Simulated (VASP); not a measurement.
A run of VASP 6.6.1:

File INCAR:

```
PREC     = Accurate       # precision mode
ENCUT    = 600            # plane-wave cutoff, eV
EDIFF    = 1E-8           # SCF threshold, eV
ISMEAR   = 0              # smearing method
SIGMA    = 0.01           # smearing width, eV
LREAL    = F              # projectors in reciprocal space
LASPH    = T              # aspherical terms in the spheres
NELM     = 120            # most SCF steps
ALGO     = Normal         # electronic algorithm
ISIF     = 2              # what is computed and relaxed
LWAVE    = F              # write WAVECAR
LCHARG   = T              # write CHGCAR
GGA      = PS             # functional
IBRION   = 8              # ionic algorithm
NSW      = 1              # ionic steps
GGA_COMPAT= F
```

Contents of KPOINTS:

```
Automatic mesh
0
Gamma
  4 4 6
```

The input POSCAR:

```
ZnF2
1.0
    4.7484908218      0.0000000000      0.0000000000
    0.0000000000      4.7484908218      0.0000000000
    0.0000000000      0.0000000000      3.1492696104
Zn F
2 4
Direct
    0.0000000000      0.0000000000      0.0000000000
    0.5000000000      0.5000000000      0.5000000000
    0.3045856570      0.3045856570      0.0000000000
    0.1954143430      0.8045856570      0.5000000000
    0.6954143430      0.6954143430      0.0000000000
    0.8045856570      0.1954143430      0.5000000000
```

Potentials or basis: VASP PAW PBE potentials, release 64 (Zn, F).

The run is started by

```console
$ cat potpaw_PBE.64/Zn/POTCAR potpaw_PBE.64/F/POTCAR > POTCAR
$ mpirun -np 1 vasp_std > vasp.out
```

Hardware: 1 thread of Intel(R) Xeon(R) Platinum 8488C (Sapphire Rapids), with other jobs on the host.

**Question.** How long does it take, and how much memory?

**Answer.** It took 5.7 min on 1 thread of Intel(R) Xeon(R) Platinum 8488C (Sapphire Rapids) (shared host), peak memory 0.44 GiB. Counts: scf iterations 70, k points 24.
